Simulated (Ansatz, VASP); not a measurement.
# One calculation of Sb2Se5, two programs

```xyz
7
Lattice="4.0000 0.0000 0.0000 -2.0000 3.4641 0.0000 0.0000 0.0000 13.8500" Properties=species:S:1:pos:R:3 pbc="T T T"
Sb    2.0000    1.1547   11.9110
Sb    0.0000    2.3094    1.9390
Se    0.0000    0.0000    5.7339
Se    0.0000    0.0000    8.1161
Se    0.0000    2.3094   10.2490
Se    2.0000    1.1547    3.6010
Se    0.0000    0.0000    0.0000
```

Alike in both runs: task relaxation of cell and atoms; functional PBE; k mesh 4 × 4 × 1; occupations gaussian, width 0.15 eV; no spin polarisation.

```csv
,VASP,Ansatz
version,VASP 6.6.1,Ansatz 0.2.0
potentials or method,"VASP PAW PBE potentials, release 64 (Sb, Se), cutoff 600 eV","scalar-relativistic, plane waves, PAW"
valence electrons in the cell,40,110
```

Ansatz gave:

* gap on the k mesh at the Fermi level, each at its own relaxed structure (eV): none
* relaxed volume (Å³/atom): 30.63
* relaxed length of the cell vector where the two differ most in proportion (Å): 15.450

Task: Estimate VASP's values.

Result: gap on the k mesh at the Fermi level, each at its own relaxed structure (eV): none; relaxed volume (Å³/atom): 29.68; relaxed length of the cell vector where the two differ most in proportion (Å): 14.923.

A gap of «none» marks a metal or a gap that the smearing closes. VASP's potentials hold 40 valence electrons a cell and Ansatz's 110, so a difference there can come from the potentials and not from the codes.

The k mesh is coarse, so the values compare programs but aren't converged. Neither program's run includes spin-orbit coupling.
